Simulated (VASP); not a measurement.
# Pt (P6_3/mmc) in VASP: a series of runs

Pt is run at these levels: PBE; tasks: single point.

All numbers are computed with VASP 6.6.1; they aren't measurements. Logs are shortened: lines on timing, memory, paths and dates and some standing lists are left out, and cuts for length are marked.

**1. The cell of the first run**

The structure is hexagonal, space group P6_3/mmc (No. 194). The conventional cell has a = 2.855 Å, b = 2.855 Å, c = 4.662 Å, α = 90.00°, β = 90.00°, γ = 120.00°. Within 3.8 Å of Pt (site symmetry -6m2) lie 12 Pt at 2.85 to 2.86 Å.

**2. Single point, PBE**

Contents of INCAR:

```
SYSTEM = Pt
ALGO = Fast ; EDIFF = 1E-7
ENCUT = 520 ; GGA = PE
ISIF = 2 ; ISMEAR = 0
LASPH = .True. ; LCHARG = .False.
LREAL = .False. ; LWAVE = .False.
NBANDS = 17 ; NELM = 80
PREC = Accurate ; SIGMA = 0.15
```

Contents of KPOINTS:

```
k-points
0
Gamma
  18 18 10
  0 0 0
```

Contents of POSCAR:

```
Pt
1.0
    2.8551000000      0.0000000000      0.0000000000
   -1.4275500000      2.4725891303      0.0000000000
    0.0000000000      0.0000000000      4.6618000000
Pt
2
Direct
    0.6666666667      0.3333333333      0.7500000000
    0.3333333333      0.6666666667      0.2500000000
```

Potentials or basis: VASP PAW PBE potentials, release 64 (Pt).

Command:

```bash
$ cat potpaw_PBE.64/Pt/POTCAR > POTCAR
$ mpirun -np 1 vasp_std > vasp.out
```

OUTCAR:

```text
SYSTEM = Pt
   EDIFF = 1E-7
   ENCUT = 520
   GGA = PE
   ISIF = 2
   ISMEAR = 0
   LASPH = .True.
   LREAL = .False.
   NELM = 80
   PREC = Accurate

 ion  position               nearest neighbor table
   1  0.667  0.333  0.750-   2 2.85   2 2.85   2 2.85   2 2.85   2 2.85   2 2.85
   2  0.333  0.667  0.250-   1 2.85   1 2.85   1 2.85   1 2.85   1 2.85   1 2.85

  LATTYP: Found a hexagonal cell.
 ALAT       =     2.8551000000
 C/A-ratio  =     1.6327974502

  Lattice vectors:

 A1 = (   2.8551000000,   0.0000000000,   0.0000000000)
 A2 = (  -1.4275500000,   2.4725891303,   0.0000000000)
 A3 = (   0.0000000000,   0.0000000000,   4.6618000000)

Analysis of symmetry for initial positions (statically):
=====================================================================
 Subroutine PRICEL returns:
 Original cell was already a primitive cell.

 Routine SETGRP: Setting up the symmetry group for a
 hexagonal supercell.

 Subroutine GETGRP returns: Found 24 space group operations
 (whereof 12 operations were pure point group operations)
 out of a pool of 24 trial point group operations.

The static configuration has the point symmetry D_3d.
 The point group associated with its full space group is D_6h.

Analysis of symmetry for dynamics (positions and initial velocities):
=====================================================================
 Subroutine PRICEL returns:
 Original cell was already a primitive cell.

 Routine SETGRP: Setting up the symmetry group for a
 hexagonal supercell.

 Subroutine GETGRP returns: Found 24 space group operations
 (whereof 12 operations were pure point group operations)
 out of a pool of 24 trial point group operations.

The dynamic configuration has the point symmetry D_3d.
 The point group associated with its full space group is D_6h.

 Subroutine INISYM returns: Found 24 space group operations
 (whereof 12 operations are pure point group operations),
 and found     1 'primitive' translations

----------------------------------------------------------------------------------------

                                     Primitive cell

  volume of cell :      32.9099

  direct lattice vectors                    reciprocal lattice vectors
     2.855100000  0.000000000  0.000000000     0.350250429  0.202217180  0.000000000
    -1.427550000  2.472589130  0.000000000     0.000000000  0.404434359  0.000000000
     0.000000000  0.000000000  4.661800000     0.000000000  0.000000000  0.214509417

  length of vectors
     2.855100000  2.855100000  4.661800000     0.404434359  0.404434359  0.214509417

  position of ions in fractional coordinates (direct lattice)
     0.666666667  0.333333333  0.750000000
     0.333333333  0.666666667  0.250000000

  ion indices of the primitive-cell ions
   primitive index   ion index
                 1           1
                 2           2

----------------------------------------------------------------------------------------

 KPOINTS: k-points

Automatic generation of k-mesh.
 Grid dimensions read from file:
 generate k-points for:   18   18   10

 Generating k-lattice:

  Cartesian coordinates                     Fractional coordinates (reciprocal lattice)
     0.019458357  0.011234288  0.000000000     0.055555556  0.000000000  0.000000000
     0.000000000  0.022468576  0.000000000     0.000000000  0.055555556  0.000000000
     0.000000000  0.000000000  0.021450942     0.000000000  0.000000000  0.100000000

  Length of vectors
     0.022468576  0.022468576  0.021450942

  Shift w.r.t. Gamma in fractional coordinates (k-lattice)
     0.000000000  0.000000000  0.000000000

 Subroutine IBZKPT returns following result:
 ===========================================

 Found    222 irreducible k-points:

 Following reciprocal coordinates:
            Coordinates               Weight
  0.000000  0.000000  0.000000      1.000000
  0.055556  0.000000  0.000000      6.000000
  0.111111  0.000000  0.000000      6.000000
  0.166667 -0.000000  0.000000      6.000000
  0.222222 -0.000000  0.000000      6.000000
  0.277778  0.000000  0.000000      6.000000
[... 16 lines left out ...]
  0.333333  0.111111  0.000000     12.000000
  0.388889  0.111111  0.000000     12.000000
 [... further k-points ...]
   k-points           NKPTS =    222   k-points in BZ     NKDIM =    222   number of bands    NBANDS=     17
   number of dos      NEDOS =    301   number of ions     NIONS =      2
   total plane-waves  NPLWV =  20736
   dimension x,y,z NGX =    24 NGY =   24 NGZ =   36
   dimension x,y,z NGXF=    48 NGYF=   48 NGZF=   72
   ions per type =               2
   NGX,Y,Z   is equivalent  to a cutoff of  13.97, 13.97, 12.84 a.u.
   NGXF,Y,Z  is equivalent  to a cutoff of  27.95, 27.95, 25.68 a.u.
 SYSTEM =  Pt
   PREC   = accura    normal or accurate (medium, high low for compatibility)
   ISTART =      0    job   : 0-new  1-cont  2-samecut
   ICHARG =      2    charge: 1-file 2-atom 10-const
   ISPIN  =      1    spin polarized calculation?
   LNONCOLLINEAR =      F non collinear calculations
   LSORBIT =      F    spin-orbit coupling
   LASPH  =      T    aspherical Exc in radial PAW
   ENCUT  =  520.0 eV  38.22 Ry    6.18 a.u.   5.31  5.31  8.67*2*pi/ulx,y,z
   NELM   =     80;   NELMIN=  2; NELMDL= -5     # of ELM steps
   EDIFF  = 0.1E-06   stopping-criterion for ELM
   LREAL  =      F    real-space projection
   EDIFFG = 0.1E-05   stopping-criterion for IOM
   NSW    =      0    number of steps for IOM
   IBRION =     -1    ionic relax: 0-MD 1-quasi-New 2-CG
   NFREE  =      0    steps in history (QN), initial steepest desc. (CG)
   ISIF   =      2    stress and relaxation
   ISYM   =      2    0-nonsym 1-usesym 2-fastsym
   POTIM  = 0.5000    time-step for ionic-motion
   TEBEG  =    0.0;   TEEND  =   0.0 temperature during run
   PSTRESS=    0.0 pullay stress
   NELECT =      20.0000    total number of electrons
   NUPDOWN=      -1.0000    fix difference up-down
   EMIN   =  10.00;   EMAX   =-10.00  energy-range for DOS
   EFERMI =   0.00;   METHOD = LEGACY
   ISMEAR =     0;   SIGMA  =   0.15  broadening in eV -4-tet -1-fermi 0-gaus
   EFERMI_NEDOS =   21; number of points for ismear=-14 and -15
   IALGO  =     68    algorithm
   IMIX   =      4    mixing-type and parameters
     AMIX     =   0.40;   BMIX     =  1.00
     AMIX_MAG =   1.60;   BMIX_MAG =  1.00
  volume/ion in A,a.u.               =      16.45       111.04
  Fermi-wavevector in a.u.,A,eV,Ry     =   1.386679  2.620443 26.162342  1.922878
  Thomas-Fermi vector in A             =   2.510972
   LORBIT       =      0    0 simple, 1 ext, 2 COOP (PROOUT), +10 PAW based schemes
   GGA     = PE    functional components
   LHFCALC =     F    Hartree Fock is set to
   AEXX    =    0.0000 exact exchange contribution
   IVDW    =     0    specifies the selected vdW correction
   LEPSILON=     F    determine dielectric tensor
   LRPA    =     F    only Hartree local field effects (RPA)
 non-spin polarized calculation
 RMM-DIIS sequential band-by-band and
 Gauss-broadening in eV      SIGMA  =   0.15
  energy-cutoff  :      520.00
  volume of cell :       32.91
 maximum number of plane-waves:       900
 NGX is ok and might be reduce to    24
   NGX = 11   NGY = 11   NGZ = 17

 number of electron      19.9999999 magnetization

 Free energy of the ion-electron system (eV)
  ---------------------------------------------------
  ext. energy  EPLUGINS =         0.00000000
  ---------------------------------------------------
  free energy    TOTEN  =       -12.02253116 eV

  energy without entropy =      -11.96605432  energy(sigma->0) =      -11.99429274

 E-fermi :   9.6607     XC(G=0): -12.9699

 val. band max:        9.6600644376   @ k =   0.2778   0.1111   0.0000
 cond. band min:       9.6623543062   @ k =   0.4444   0.0556   0.4000
 fundamental gap:      0.0022898687
 Fermi energy:         9.6607095751

 k-point     1 :       0.0000    0.0000    0.0000
  band No.  band energies     occupation
      1       0.3942      2.00000
      2       3.2085      2.00000
      3       6.3854      2.00000
      4       6.5006      2.00000
      5       6.5006      2.00000
      6       6.9330      2.00000
[... 9 lines left out ...]
     16      27.0271      0.00000
     17      29.3546      0.00000

 k-point     2 :       0.0556    0.0000    0.0000
  band No.  band energies     occupation
      1       0.4959      2.00000
      2       3.2956      2.00000
      3       6.2494      2.00000
      4       6.5753      2.00000
      5       6.6229      2.00000
      6       6.8889      2.00000
[... 9 lines left out ...]
     16      27.0859      0.00000
     17      28.7489      0.00000

 k-point     3 :       0.1111    0.0000    0.0000
  band No.  band energies     occupation
      1       0.7945      2.00000
      2       3.5410      2.00000
      3       6.0371      2.00000
      4       6.7171      2.00000
      5       6.7959      2.00000
      6       6.8716      2.00000
[... 9 lines left out ...]
     16      26.7604      0.00000
     17      27.6758      0.00000

 k-point     4 :       0.1667   -0.0000    0.0000
  band No.  band energies     occupation
      1       1.2682      2.00000
      2       3.8844      2.00000
      3       5.8269      2.00000
      4       6.5502      2.00000
      5       6.5621      2.00000
      6       7.1414      2.00000
[... 9 lines left out ...]
     16      26.6466      0.00000
     17      27.0229      0.00000
[... 343 lines left out ...]
      1       3.3937      2.00000
      2       4.3951      2.00000
      3       4.9157      2.00000
      4       5.7762      2.00000
      5       6.3776      2.00000
      6       6.6511      2.00000
[... 9 lines left out ...]
     16      24.6849      0.00000
     17      24.8216      0.00000

 k-point    23 :       0.3333    0.1111    0.0000
  band No.  band energies     occupation
      1       3.7902      2.00000
      2       4.2293      2.00000
      3       4.6258      2.00000
      4       6.1410      2.00000
      5       6.3109      2.00000
      6       6.8915      2.00000
[... 9 lines left out ...]
     16      22.8805      0.00000
     17      24.0585      0.00000

 k-point    24 :       0.3889    0.1111    0.0000
  band No.  band energies     occupation
      1       3.9721      2.00000
      2       4.1093      2.00000
      3       4.4489      2.00000
      4       6.2895      2.00000
      5       6.5224      2.00000
      6       6.7477      2.00000
[... 9 lines left out ...]
     16      21.3882      0.00000
     17      23.5346      0.00000

 [... further k-points ...]
[... 5 lines left out ...]
  --------------------------------------------------------------------------------------
  -------------------------------------------------------------------------------------
  Total       -2.4873669     -2.4873669     -1.0912460     -0.0000000      0.0000000      0.0000000
  in kB     -121.0942464   -121.0942464    -53.1259038     -0.0000000      0.0000000      0.0000000
  external PRESSURE =     -98.4381322 kB  Pullay stress =       0.0000000 kB

 VOLUME and BASIS-vectors are now :
 -----------------------------------------------------------------------------
  energy-cutoff  :      520.00
  volume of cell :       32.91
      direct lattice vectors                 reciprocal lattice vectors
     2.855100000  0.000000000  0.000000000     0.350250429  0.202217180  0.000000000
    -1.427550000  2.472589130  0.000000000     0.000000000  0.404434359  0.000000000
     0.000000000  0.000000000  4.661800000     0.000000000  0.000000000  0.214509417

 POSITION                                       TOTAL-FORCE (eV/Angst)
 -----------------------------------------------------------------------------------
      1.42755      0.82420      3.49635         0.000000     -0.000000      0.000000
     -0.00000      1.64839      1.16545        -0.000000      0.000000      0.000000
 -----------------------------------------------------------------------------------
    total drift:                                0.000000     -0.000000      0.000000

  FREE ENERGIE OF THE ION-ELECTRON SYSTEM (eV)
  ---------------------------------------------------
  free  energy   TOTEN  =       -12.0225311564 eV

  energy  without entropy=      -11.9660543187  energy(sigma->0) =      -11.99429274
```

It took 44 s on 1 thread of Intel Xeon 6975P-C (Granite Rapids), shared host; peak memory 0.22 GiB.

What came out:

```yaml
Free_energy: -12.0225 eV
Pressure: -9.8 GPa
Band_gap_on_the_k_mesh: zero (band 10 reaches 9.94 eV, above the bottom of band 11 at 8.85 eV)
```

Levels at points of the mesh, in eV from the Fermi level:
```csv
k point,band 6,band 7,band 8,band 9,band 10,band 11,band 12,band 13,band 14,band 15
"(0.00, 0.00, 0.00)",-2.73,-2.73,-2.08,-2.08,-0.25,-0.25,-0.11,5.17,14.85,16.63
"(0.50, 0.00, 0.00)",-2.61,-2.55,0.00,0.15,0.27,2.05,3.32,7.33,9.04,9.38
"(0.00, 0.00, 0.50)",-3.24,-3.24,-3.24,-0.81,-0.81,-0.81,-0.81,12.89,12.89,15.30
"(0.50, 0.00, 0.50)",-1.88,-0.78,-0.78,0.16,0.16,1.69,1.69,5.94,5.94,14.76
```

Caveat: spin-orbit coupling is left out, which moves the levels of the heavy elements.

(Part 1 of 2 ends here.)
